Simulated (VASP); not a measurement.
A run of VASP 6.6.1 is set up as follows.

The input INCAR:

```
ALGO = Normal ; EDIFF = 1E-7
ENCUT = 520 ; GGA = PE
ISIF = 2 ; ISMEAR = 0
LASPH = True ; LCHARG = True
LELF = True ; LREAL = False
LVHAR = True ; LWAVE = False
NBANDS = 13 ; NELM = 80
PREC = Accurate ; SIGMA = 0.1
```

The input KPOINTS:

```
k-points
0
Gamma
  16 16 16
```

The input POSCAR:

```
Ge
1.0
    1.4085596751     -2.5592452137      0.0000000000
    1.4085596751      2.5592452137      0.0000000000
    0.0000000000      0.0000000000      2.6877131855
Ge
1
Direct
    0.5000000000      0.5000000000      0.0000000000
```

Potentials or basis: VASP PAW PBE potentials, release 64 (Ge_d).

Command:

```sh
$ cat potpaw_PBE.64/Ge_d/POTCAR > POTCAR
$ mpirun -np 1 vasp_std > vasp.out
```

Question: Estimate the band gap on the k mesh.

Answer: Zero (band 7 reaches 13.16 eV, above the bottom of band 8 at 3.56 eV).

Question: Predict the pressure.

Answer: 0.0 GPa.
